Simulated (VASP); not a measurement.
# P (Fd-3m) in VASP: a series of runs

Runs on P. Level: r2SCAN. Tasks: single point, relaxation of cell and atoms.

All numbers are computed with VASP 6.6.1; they aren't measurements. Logs are shortened: lines on timing, memory, paths and dates and some standing lists are left out, and cuts for length are marked.

## (1) The cell of the first run

It takes space group Fd-3m (No. 227, cubic). Conventional cell: a = 5.506 Å, b = 5.506 Å, c = 5.506 Å, α = 90.00°, β = 90.00°, γ = 90.00°. Within 3.1 Å of P (site symmetry -43m) lie 4 P at 2.38 Å.

## (2) Single point, r2SCAN

POSCAR reads:

```
P
1.0
    0.0000000000      2.7529938394      2.7529938394
    2.7529938394      0.0000000000      2.7529938394
    2.7529938394      2.7529938394      0.0000000000
P
2
Direct
    0.5000000000      0.5000000000      0.5000000000
    0.7500000000      0.7500000000      0.7500000000
```

INCAR.step1 reads:

```
PREC = Accurate
ENCUT = 520
ISMEAR = 0
SIGMA = 0.1
LREAL = F
LASPH = T
NELM = 100
NBANDS = 12
GGA = PE
ALGO = Normal
EDIFF = 1E-4
LWAVE = T
LCHARG = F
```

INCAR.step2 reads:

```
PREC = Accurate
ENCUT = 520
EDIFF = 1E-6
ISMEAR = 0
SIGMA = 0.1
LREAL = F
LASPH = T
NELM = 100
ALGO = Normal
ISIF = 2
LWAVE = F
LCHARG = F
METAGGA = R2SCAN
LMIXTAU = T
NBANDS = 12
ISTART = 1
```

KPOINTS reads:

```
Automatic mesh
0
Gamma
  6 6 6
```

Potentials or basis: VASP PAW PBE potentials, release 64 (P).

Started as:

```bash
$ cat potpaw_PBE.64/P/POTCAR > POTCAR
$ cp INCAR.step1 INCAR
$ mpirun -np 1 vasp_std > vasp.out
$ cp INCAR.step2 INCAR
$ mpirun -np 1 vasp_std > vasp.out
```

OUTCAR:

```text
PREC = Accurate
   ENCUT = 520
   EDIFF = 1E-6
   ISMEAR = 0
   LREAL = F
   LASPH = T
   NELM = 100
   ISIF = 2
   METAGGA = R2SCAN
   ISTART = 1

 ion  position               nearest neighbor table
   1  0.500  0.500  0.500-   2 2.38   2 2.38   2 2.38   2 2.38
   2  0.750  0.750  0.750-   1 2.38   1 2.38   1 2.38   1 2.38

  LATTYP: Found a face centered cubic cell.
 ALAT       =     5.5059876788

  Lattice vectors:

 A1 = (   0.0000000000,   2.7529938394,   2.7529938394)
 A2 = (   2.7529938394,   0.0000000000,   2.7529938394)
 A3 = (   2.7529938394,   2.7529938394,   0.0000000000)

Analysis of symmetry for initial positions (statically):
[... 5 lines left out ...]
 face centered cubic supercell.

 Subroutine GETGRP returns: Found 48 space group operations
 (whereof 24 operations were pure point group operations)
 out of a pool of 48 trial point group operations.

The static configuration has the point symmetry T_d .
 The point group associated with its full space group is O_h .

Analysis of symmetry for dynamics (positions and initial velocities):
[... 5 lines left out ...]
 face centered cubic supercell.

 Subroutine GETGRP returns: Found 48 space group operations
 (whereof 24 operations were pure point group operations)
 out of a pool of 48 trial point group operations.

The dynamic configuration has the point symmetry T_d .
 The point group associated with its full space group is O_h .

 Subroutine INISYM returns: Found 48 space group operations
 (whereof 24 operations are pure point group operations),
 and found     1 'primitive' translations

----------------------------------------------------------------------------------------

                                     Primitive cell

  volume of cell :      41.7297

  direct lattice vectors                    reciprocal lattice vectors
     0.000000000  2.752993839  2.752993839    -0.181620457  0.181620457  0.181620457
     2.752993839  0.000000000  2.752993839     0.181620457 -0.181620457  0.181620457
     2.752993839  2.752993839  0.000000000     0.181620457  0.181620457 -0.181620457

  length of vectors
     3.893321225  3.893321225  3.893321225     0.314575860  0.314575860  0.314575860

  position of ions in fractional coordinates (direct lattice)
     0.500000000  0.500000000  0.500000000
     0.750000000  0.750000000  0.750000000

  ion indices of the primitive-cell ions
   primitive index   ion index
                 1           1
                 2           2

----------------------------------------------------------------------------------------

 KPOINTS: Automatic mesh

Automatic generation of k-mesh.
 Grid dimensions read from file:
 generate k-points for:    6    6    6

 Generating k-lattice:

  Cartesian coordinates                     Fractional coordinates (reciprocal lattice)
    -0.030270076  0.030270076  0.030270076     0.166666667  0.000000000  0.000000000
     0.030270076 -0.030270076  0.030270076     0.000000000  0.166666667  0.000000000
     0.030270076  0.030270076 -0.030270076     0.000000000  0.000000000  0.166666667

  Length of vectors
     0.052429310  0.052429310  0.052429310

  Shift w.r.t. Gamma in fractional coordinates (k-lattice)
     0.000000000  0.000000000  0.000000000

 Subroutine IBZKPT returns following result:
 ===========================================

 Found     16 irreducible k-points:

 Following reciprocal coordinates:
            Coordinates               Weight
  0.000000  0.000000  0.000000      1.000000
  0.166667  0.000000  0.000000      8.000000
  0.333333  0.000000  0.000000      8.000000
  0.500000  0.000000  0.000000      4.000000
  0.166667  0.166667  0.000000      6.000000
  0.333333  0.166667  0.000000     24.000000
[... 8 lines left out ...]
 -0.333333  0.333333  0.166667     24.000000
 -0.333333  0.500000  0.166667     12.000000
   k-points           NKPTS =     16   k-points in BZ     NKDIM =     16   number of bands    NBANDS=     12
   number of dos      NEDOS =    301   number of ions     NIONS =      2
   total plane-waves  NPLWV =  27000
   dimension x,y,z NGX =    30 NGY =   30 NGZ =   30
   dimension x,y,z NGXF=    60 NGYF=   60 NGZF=   60
   ions per type =               2
   NGX,Y,Z   is equivalent  to a cutoff of  12.81, 12.81, 12.81 a.u.
   NGXF,Y,Z  is equivalent  to a cutoff of  25.62, 25.62, 25.62 a.u.
 SYSTEM =  unknown system
   PREC   = accura    normal or accurate (medium, high low for compatibility)
   ISTART =      1    job   : 0-new  1-cont  2-samecut
   ICHARG =      0    charge: 1-file 2-atom 10-const
   ISPIN  =      1    spin polarized calculation?
   LNONCOLLINEAR =      F non collinear calculations
   LSORBIT =      F    spin-orbit coupling
   LASPH  =      T    aspherical Exc in radial PAW
   ENCUT  =  520.0 eV  38.22 Ry    6.18 a.u.   7.24  7.24  7.24*2*pi/ulx,y,z
   NELM   =    100;   NELMIN=  2; NELMDL=  0     # of ELM steps
   EDIFF  = 0.1E-05   stopping-criterion for ELM
   LREAL  =      F    real-space projection
   EDIFFG = 0.1E-04   stopping-criterion for IOM
   NSW    =      0    number of steps for IOM
   IBRION =     -1    ionic relax: 0-MD 1-quasi-New 2-CG
   NFREE  =      0    steps in history (QN), initial steepest desc. (CG)
   ISIF   =      2    stress and relaxation
   ISYM   =      2    0-nonsym 1-usesym 2-fastsym
   POTIM  = 0.5000    time-step for ionic-motion
   TEBEG  =    0.0;   TEEND  =   0.0 temperature during run
   PSTRESS=    0.0 pullay stress
   NELECT =      10.0000    total number of electrons
   NUPDOWN=      -1.0000    fix difference up-down
   EMIN   =  10.00;   EMAX   =-10.00  energy-range for DOS
   EFERMI =   0.00;   METHOD = LEGACY
   ISMEAR =     0;   SIGMA  =   0.10  broadening in eV -4-tet -1-fermi 0-gaus
   EFERMI_NEDOS =   21; number of points for ismear=-14 and -15
   IALGO  =     38    algorithm
   IMIX   =      4    mixing-type and parameters
     AMIX     =   0.40;   BMIX     =  1.00
     AMIX_MAG =   1.60;   BMIX_MAG =  1.00
  volume/ion in A,a.u.               =      20.86       140.80
  Fermi-wavevector in a.u.,A,eV,Ry     =   1.016856  1.921580 14.068380  1.033997
  Thomas-Fermi vector in A             =   2.150224
   LORBIT       =      0    0 simple, 1 ext, 2 COOP (PROOUT), +10 PAW based schemes
   METAGGA = R2SCAN    functional components
   LHFCALC =     F    Hartree Fock is set to
   AEXX    =    0.0000 exact exchange contribution
   IVDW    =     0    specifies the selected vdW correction
   LEPSILON=     F    determine dielectric tensor
   LRPA    =     F    only Hartree local field effects (RPA)
 non-spin polarized calculation
 Gauss-broadening in eV      SIGMA  =   0.10
  energy-cutoff  :      520.00
  volume of cell :       41.73
 maximum number of plane-waves:      1158
 NGX is ok and might be reduce to    30
   NGX = 15   NGY = 15   NGZ = 15

 number of electron      10.0000000 magnetization

 Free energy of the ion-electron system (eV)
  ---------------------------------------------------
  ext. energy  EPLUGINS =         0.00000000
  ---------------------------------------------------
  free energy    TOTEN  =       -16.50057757 eV

  energy without entropy =      -16.47600701  energy(sigma->0) =      -16.48829229

 E-fermi :   6.2074     XC(G=0):  -9.9397

 val. band max:        6.1963541440   @ k =  -0.3333   0.3333   0.1667
 cond. band min:       6.2368047776   @ k =   0.5000   0.3333   0.1667
 fundamental gap:      0.0404506336
 Fermi energy:         6.2074143668

 k-point     1 :       0.0000    0.0000    0.0000
  band No.  band energies     occupation
      1      -9.9087      2.00000
      2       2.2700      2.00000
      3       2.5553      2.00000
      4       2.5553      2.00000
      5       2.5553      2.00000
      6       5.8763      2.00000
      7       5.8763      2.00000
      8       5.8763      2.00000
      9      12.3018      0.00000
     10      12.9846      0.00000
     11      12.9846      0.00000
     12      16.5746      0.00000

 k-point     2 :       0.1667    0.0000    0.0000
  band No.  band energies     occupation
      1      -9.5841      2.00000
      2      -0.5376      2.00000
      3       2.1859      2.00000
      4       2.1859      2.00000
      5       3.8969      2.00000
      6       6.4462      0.00073
      7       6.4462      0.00073
      8       7.0725      0.00000
      9      12.4430      0.00000
     10      12.4430      0.00000
     11      13.3483      0.00000
     12      15.9075      0.00000

 k-point     3 :       0.3333    0.0000    0.0000
  band No.  band energies     occupation
      1      -8.7059      2.00000
      2      -3.2169      2.00000
      3       1.6682      2.00000
      4       1.6682      2.00000
      5       3.6030      2.00000
      6       7.1077      0.00000
      7       7.1077      0.00000
      8       9.9762      0.00000
      9      12.9729      0.00000
     10      12.9729      0.00000
     11      13.6443      0.00000
     12      16.9394      0.00000
[... 166 lines left out ...]
 k-point    15 :      -0.3333    0.3333    0.1667
  band No.  band energies     occupation
      1      -7.1024      2.00000
      2      -5.1559      2.00000
      3      -0.6502      2.00000
      4       0.3785      2.00000
      5       6.1964      1.12429
      6       7.3242      0.00000
      7       9.3771      0.00000
      8       9.3857      0.00000
      9      11.5151      0.00000
     10      14.5752      0.00000
     11      15.6501      0.00000
     12      18.0145      0.00000

 k-point    16 :      -0.3333    0.5000    0.1667
  band No.  band energies     occupation
      1      -6.1452      2.00000
      2      -6.1452      2.00000
      3      -0.3021      2.00000
      4      -0.3021      2.00000
      5       6.3116      0.14059
      6       6.3116      0.14059
      7       9.8147      0.00000
      8       9.8147      0.00000
      9      13.7138      0.00000
     10      13.7138      0.00000
     11      16.7291      0.00000
     12      16.7291      0.00000

------------------------ aborting loop because EDIFF is reached ----------------------------------------

  FORCE on cell =-STRESS in cart. coord.  units (eV):
  Direction    XX          YY          ZZ          XY          YZ          ZX
  --------------------------------------------------------------------------------------
  -------------------------------------------------------------------------------------
  Total       -0.0592647     -0.0592647     -0.0592647      0.0000000     -0.0000000     -0.0000000
  in kB       -2.2754185     -2.2754185     -2.2754185      0.0000000     -0.0000000     -0.0000000
  external PRESSURE =      -2.2754185 kB  Pullay stress =       0.0000000 kB

 VOLUME and BASIS-vectors are now :
 -----------------------------------------------------------------------------
  energy-cutoff  :      520.00
  volume of cell :       41.73
      direct lattice vectors                 reciprocal lattice vectors
     0.000000000  2.752993839  2.752993839    -0.181620457  0.181620457  0.181620457
     2.752993839  0.000000000  2.752993839     0.181620457 -0.181620457  0.181620457
     2.752993839  2.752993839  0.000000000     0.181620457  0.181620457 -0.181620457

 POSITION                                       TOTAL-FORCE (eV/Angst)
 -----------------------------------------------------------------------------------
      2.75299      2.75299      2.75299        -0.000000     -0.000000     -0.000000
      4.12949      4.12949      4.12949         0.000000      0.000000      0.000000
 -----------------------------------------------------------------------------------
    total drift:                                0.000000     -0.000000     -0.000000

  FREE ENERGIE OF THE ION-ELECTRON SYSTEM (eV)
  ---------------------------------------------------
  free  energy   TOTEN  =       -16.5005775672 eV

  energy  without entropy=      -16.4760070114  energy(sigma->0) =      -16.48829229
```

Run time: 33 s. Hardware: 1 thread of Intel Xeon Platinum 8488C (Sapphire Rapids), shared host; peak memory 0.16 GiB.

What came out:

| Item | Value |
| --- | --- |
| Free energy | -16.5006 eV |
| Pressure | -0.2 GPa |
| Band gap on the k mesh | zero (band 5 reaches 6.31 eV, above the bottom of band 6 at 4.70 eV) |

Levels at points of the mesh, in eV from the Fermi level:
| k point | band 3 | band 4 | band 5 | band 6 | band 7 | band 8 |
| --- | --- | --- | --- | --- | --- | --- |
| (0.00, 0.00, 0.00) | -3.65 | -3.65 | -3.65 | -0.33 | -0.33 | -0.33 |
| (0.50, 0.00, 0.00) | -4.74 | -4.74 | -2.80 | 1.01 | 1.01 | 5.60 |
| (0.50, 0.50, 0.00) | -6.06 | -6.06 | -1.50 | -1.50 | 5.63 | 5.63 |

Caveat: the PAW data sets were made with another functional, which shifts forces and pressure a little.

## (3) Single point, r2SCAN

This run uses another cell than the first one, of 31.43 Å³/atom, 1.507 times its volume.

POSCAR reads:

```
P
1.0
    0.0000000000      3.1559886380      3.1559886380
    3.1559886380      0.0000000000      3.1559886380
    3.1559886380      3.1559886380      0.0000000000
P
2
Direct
    0.5000000000      0.5000000000      0.5000000000
    0.7500000000      0.7500000000      0.7500000000
```

INCAR.step1 is that of step 2.

INCAR.step2 is that of step 2.

KPOINTS is that of step 2.

Potentials or basis: VASP PAW PBE potentials, release 64 (P).

Started as:

```bash
$ cat potpaw_PBE.64/P/POTCAR > POTCAR
$ cp INCAR.step1 INCAR
$ mpirun -np 1 vasp_std > vasp.out
$ cp INCAR.step2 INCAR
$ mpirun -np 1 vasp_std > vasp.out
```

Run time: 42 s. Hardware: 1 thread of Intel Xeon Platinum 8488C (Sapphire Rapids), shared host; peak memory 0.2 GiB.

Results (log left out):

```
Free energy            : -15.5919 eV
Pressure               : -11.1 GPa
Band gap on the k mesh : zero (band 5 reaches 2.22 eV, above the bottom of band 6 at 1.46 eV)
```

Levels at points of the mesh, in eV from the Fermi level:
| k point | band 3 | band 4 | band 5 | band 6 | band 7 | band 8 |
| --- | --- | --- | --- | --- | --- | --- |
| (0.00, 0.00, 0.00) | -2.22 | -2.22 | -2.22 | 0.41 | 0.41 | 0.41 |
| (0.50, 0.00, 0.00) | -2.95 | -2.95 | -2.54 | 1.50 | 1.50 | 3.49 |
| (0.50, 0.50, 0.00) | -3.78 | -3.78 | -0.55 | -0.55 | 3.71 | 3.71 |

Caveat: the PAW data sets were made with another functional, which shifts forces and pressure a little.

## (4) Relaxation of cell and atoms, r2SCAN

This run uses another cell than the first one, of 31.43 Å³/atom, 1.507 times its volume.

POSCAR is that of step 3.

INCAR.step1 reads:

```
ALGO = Normal
EDIFF = 1E-4
ENCUT = 600
GGA = PE
ISMEAR = 0
LASPH = True
LCHARG = False
LREAL = False
LWAVE = True
NELM = 80
PREC = Accurate
SIGMA = 0.1
```

INCAR.step2 reads:

```
ALGO = Normal
EDIFF = 1E-7
EDIFFG = -0.04
ENCUT = 600
IBRION = 2
ISIF = 3
ISMEAR = 0
ISTART = 1
LASPH = True
LCHARG = False
LMIXTAU = True
LREAL = False
LWAVE = False
METAGGA = R2SCAN
NELM = 80
NSW = 90
PREC = Accurate
SIGMA = 0.1
```

KPOINTS reads:

```
k-points
0
Gamma
  6 6 6
```

Started as:

```bash
$ cat potpaw_PBE.64/P/POTCAR > POTCAR
$ cp INCAR.step1 INCAR
$ mpirun -np 1 vasp_std > vasp.out
$ cp INCAR.step2 INCAR
$ mpirun -np 1 vasp_std > vasp.out
```

It took 3.1 min on 1 thread of Intel Xeon Platinum 8375C at 2.90GHz (Ice Lake), shared host; peak memory 0.2 GiB.

The run converged. Its results:

```yaml
Free_energy: -16.5021 eV
Relaxed_volume: 20.84 Å³/atom
Relaxed_cell: a = 3.892 Å, b = 3.892 Å, c = 3.892 Å, α = 60.00°, β = 60.00°, γ = 60.00°
Space_group_after_relaxing_to_0.05_Å: Fd-3m (No. 227)
Energy_gained_by_relaxing: 454.8 meV/atom
Ionic_steps: 4
Pressure_after_relaxing: -0.1 GPa
Band_gap_on_the_k_mesh: zero (band 5 reaches 6.33 eV, above the bottom of band 6 at 4.72 eV)
```

Step by step:
| step | energy change (eV) | largest force (eV/Å) | pressure (GPa) | volume (Å³) |
| --- | --- | --- | --- | --- |
| 1 | 0.0000 | 0.0000 | -11.08 | 62.87 |
| 2 | -0.8775 | 0.0000 | -2.88 | 45.09 |
| 3 | -0.9070 | 0.0000 | -0.82 | 42.57 |
| 4 | -0.9096 | 0.0000 | -0.14 | 41.67 |

Final structure:
```yaml
crystal:
  lattice:
    - [0.00000, 2.75172, 2.75172]
    - [2.75172, 0.00000, 2.75172]
    - [2.75172, 2.75172, 0.00000]
  atoms:
    - { symbol: P, position: [0.50000, 0.50000, 0.50000] }
    - { symbol: P, position: [0.75000, 0.75000, 0.75000] }
```

Levels at points of the mesh, in eV from the Fermi level:
| k point | band 2 | band 3 | band 4 | band 5 | band 6 | band 7 | band 8 | band 9 |
| --- | --- | --- | --- | --- | --- | --- | --- | --- |
| (0.00, 0.00, 0.00) | -3.93 | -3.66 | -3.66 | -3.66 | -0.33 | -0.33 | -0.33 | 6.10 |
| (0.50, 0.00, 0.00) | -10.78 | -4.75 | -4.75 | -2.80 | 1.01 | 1.01 | 5.61 | 8.26 |
| (0.50, 0.50, 0.00) | -12.40 | -6.07 | -6.07 | -1.51 | -1.51 | 5.64 | 5.64 | 8.62 |

Caveat: the volume moved by over 15 % at a fixed basis, so the end points are rough; the PAW data sets were made with another functional, which shifts forces and pressure a little.

## (5) Single point, r2SCAN

This run uses another cell than the first one, of 19.99 Å³/atom, 0.958 times its volume.

POSCAR reads:

```
P
1.0
    0.0000000000      2.7141333475      2.7141333475
    2.7141333475      0.0000000000      2.7141333475
    2.7141333475      2.7141333475      0.0000000000
P
2
Direct
    0.0000000000      0.0000000000      0.0000000000
    0.2500000000      0.2500000000      0.2500000000
```

INCAR.step1 reads:

```
SYSTEM = P
ALGO = Normal
EDIFF = 1E-4
ENCUT = 520
GGA = PE
ISMEAR = 0
LASPH = .TRUE.
LCHARG = .FALSE.
LREAL = .FALSE.
LWAVE = .TRUE.
NBANDS = 12
NELM = 80
PREC = Accurate
SIGMA = 0.1
```

INCAR.step2 reads:

```
SYSTEM = P
ALGO = Normal
EDIFF = 1E-6
ENCUT = 520
ISIF = 2
ISMEAR = 0
ISTART = 1
LASPH = .TRUE.
LCHARG = .FALSE.
LMIXTAU = .TRUE.
LREAL = .FALSE.
LWAVE = .FALSE.
METAGGA = R2SCAN
NBANDS = 12
NELM = 80
PREC = Accurate
SIGMA = 0.1
```

KPOINTS reads:

```
k-points
0
G
  18 18 18
  0 0 0
```

Started as:

```bash
$ cat potpaw_PBE.64/P/POTCAR > POTCAR
$ cp INCAR.step1 INCAR
$ mpirun -np 1 vasp_std > vasp.out
$ cp INCAR.step2 INCAR
$ mpirun -np 1 vasp_std > vasp.out
```

It took 6.3 min on 1 thread of Intel Xeon Platinum 8375C at 2.90GHz (Ice Lake), shared host; peak memory 0.21 GiB.

It converged, with:

```
Free energy            : -16.6222 eV
Pressure               : -0.2 GPa
Band gap on the k mesh : zero (band 5 reaches 7.74 eV, above the bottom of band 6 at 5.06 eV)
```

Levels at points of the mesh, in eV from the Fermi level:
```
           k point  band 2  band 3  band 4  band 5  band 6  band 7  band 8  band 9
(0.00, 0.00, 0.00)   -3.44   -3.44   -3.44   -3.23   -0.04   -0.04   -0.04    6.57
(0.50, 0.00, 0.00)  -10.66   -4.57   -4.57   -2.40    1.31    1.31    6.16    8.79
(0.50, 0.50, 0.00)  -12.27   -5.95   -5.95   -1.26   -1.26    6.26    6.26    9.29
```

Caveat: the PAW data sets were made with another functional, which shifts forces and pressure a little.

## (6) Overview

| task | cell | k mesh | cutoff (eV) | gap on the mesh (eV) | pressure (GPa) |
| --- | --- | --- | --- | --- | --- |
| single point | a = 3.893 Å, angles 60.0°, 2 atoms | 6 × 6 × 6 | 520 | none | -0.2 |
| single point | a = 4.463 Å, angles 60.0°, 2 atoms | 6 × 6 × 6 | 520 | none | -11.1 |
| relaxation of cell and atoms | relaxed from a = 4.463 Å, angles 60.0°, 2 atoms | 6 × 6 × 6 | 600 | none | -0.1 |
| single point | a = 3.838 Å, angles 60.0°, 2 atoms | 18 × 18 × 18 | 520 | none | -0.2 |

Alike in all rows: level r2SCAN; potentials or basis VASP PAW PBE potentials, release 64 (P); no spin polarisation; smearing gaussian 0.1 eV.

Caveats: the PAW data sets were made with another functional, which shifts forces and pressure a little; the volume moved by over 15 % at a fixed basis, so the end points are rough (some runs).

Absolute energies hang on the potentials; compare differences alone.
